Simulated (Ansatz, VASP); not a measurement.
Pd: VASP beside Ansatz

```
Pd
1.0
     0.00000    1.94490    2.00325
     1.94490    0.00000    2.00325
     1.94490    1.94490    0.00000
Pd
1
Direct
  0.00000 0.00000 0.00000
```

Change from the starting cell: zz strain of +3 %.

Alike in both runs: task single point; functional PBE; k mesh 18 × 18 × 18; occupations fermi-dirac, width 0.05 eV; no spin polarisation.

```csv
,VASP,Ansatz
version,VASP 6.6.1,Ansatz 0.2.0
potentials or method,"VASP PAW PBE potentials, release 64 (Pd), cutoff 520 eV","all-electron LAPW, scalar-relativistic"
```

Ansatz gave:

```
pressure (GPa)                                                : 1.8
traceless stress, the component that is largest in VASP (GPa) : -1.20
```

Q: Estimate VASP's values.

A: Pressure (GPa): 1.6; traceless stress, the component that is largest in VASP (GPa): -1.18.

Ansatz ran all-electron here, and VASP with PAW potentials.
